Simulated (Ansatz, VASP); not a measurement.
H: VASP beside Ansatz

INCAR

```
SYSTEM = H
ALGO = Normal
DIPOL = 0.5 0.5 0.689
EDIFF = 1E-6
ENCUT = 400
GGA = PE
GGA_COMPAT = .False.
IDIPOL = 3
ISIF = 2
ISMEAR = 0
IVDW = 12
LASPH = .True.
LCHARG = .False.
LDIPOL = .True.
LREAL = .False.
LWAVE = .False.
NBANDS = 8
NELM = 120
NELMDL = -8
PREC = Accurate
SIGMA = 0.1
```

Contents of KPOINTS:

```
k-points
0
Gamma
  4 4 1
  0 0 0
```

File POSCAR:

```
H
1.0
    6.2011598392      0.0000000000      0.0000000000
   -3.1005799196      5.3703619537      0.0000000000
    0.0000000000      0.0000000000     24.3290322582
H
2
Direct
    0.1504438030      0.9194773330      0.6767049533
    0.1555059462      0.8463699240      0.7008207646
```

Input for Ansatz:

```yaml
crystal:
  lattice:
    - [6.2011598392, 0.0, 0.0]
    - [-3.1005799196, 5.3703619537, 0.0]
    - [0.0, 0.0, 24.3290322582]
  atoms:
    - { symbol: H, position: [0.150443803, 0.919477333, 0.6767049533] }
    - { symbol: H, position: [0.1555059462, 0.846369924, 0.7008207646] }
basis:
  ecutwfc: 420
kpoints:
  mp_grid: { grid: [4, 4, 1] }
hamiltonian:
  xc: pbe
  dispersion: d3bj
scf:
  occupations: { method: gaussian, width: 0.1 }
output:
  forces: true
  eigenvalues: true
  write_density: true
  volumetric_format: npy
efield:
  axis: 3
  dipole_correction: true
  ramp_width: 0.04
```

Alike in both runs: task single point; functional PBE; dispersion D3(BJ); k mesh 4 × 4 × 1; occupations gaussian, width 0.1 eV; no spin polarisation.

```csv
,VASP,Ansatz
version,VASP 6.6.1,Ansatz 0.2.0
potentials or method,"VASP PAW PBE potentials, release 64 (H), cutoff 400 eV","scalar-relativistic, plane waves, PAW"
valence electrons in the cell,2,2
```

|  | VASP | Ansatz | Ansatz less VASP |
| --- | --- | --- | --- |
| gap on the k mesh at the Fermi level (eV) | 10.00 | 10.00 | +0.003 |
| rms of the force components (eV/Å) | 0.018 | 0.026 | +0.0079 |

Atom by atom the forces differ by 0.008 eV/Å (rms over components).
